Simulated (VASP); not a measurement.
Set up this calculation in VASP 6.6.1, as the native input.

```yaml
Task: single point
Functional: PBE
Potentials_or_basis: VASP PAW PBE potentials, release 64 (Cu, B)
Cutoff: 600 eV
k_mesh: 6 × 6 × 6
Occupations: gaussian, width 0.2 eV
Spin: no spin polarisation
Dipole_correction: no
Further_INCAR_settings: ALGO = Normal; EDIFF = 1e-06; NBANDS = 26
```

The structure of Cu3B lies in POSCAR:

```
Cu3B
1.0
   -2.2804331570      2.2804331570      2.2804331570
    2.2804331570     -2.2804331570      2.2804331570
    2.2804331570      2.2804331570     -2.2804331570
Cu B
3 1
Direct
    0.0000000000      0.5000000000      0.5000000000
    0.5000000000      0.0000000000      0.5000000000
    0.5000000000      0.5000000000      0.0000000000
    0.0000000000      0.0000000000      0.0000000000
```

The cell was built from a structure type or drawn by symmetry, and may not be a known phase.

These files were run (other wordings do the same):

INCAR

```
SYSTEM = Cu3B
PREC = Accurate
ENCUT = 600
EDIFF = 1E-6
ISMEAR = 0
SIGMA = 0.2
LREAL = .False.
LASPH = .True.
NELM = 120
ALGO = Normal
ISIF = 2
LWAVE = .False.
LCHARG = .True.
GGA = PE
LELF = .True.
LVHAR = .True.
NBANDS = 26
GGA_COMPAT = .False.
```

KPOINTS

```
regular mesh
0
Gamma
  6 6 6
  0 0 0
```

Potentials or basis: VASP PAW PBE potentials, release 64 (Cu, B).

The run is started by

```console
$ cat potpaw_PBE.64/Cu/POTCAR potpaw_PBE.64/B/POTCAR > POTCAR
$ mpirun -np 1 vasp_std > vasp.out
```

It gave:

```yaml
Pressure: 0.5 GPa
Band_gap_on_the_k_mesh: zero (bands 18 and 19 overlap by 1.52 eV)
```

It took 40 s on 1 thread of Intel Xeon 8259CL, with other jobs on the host, peak memory 0.18 GiB.
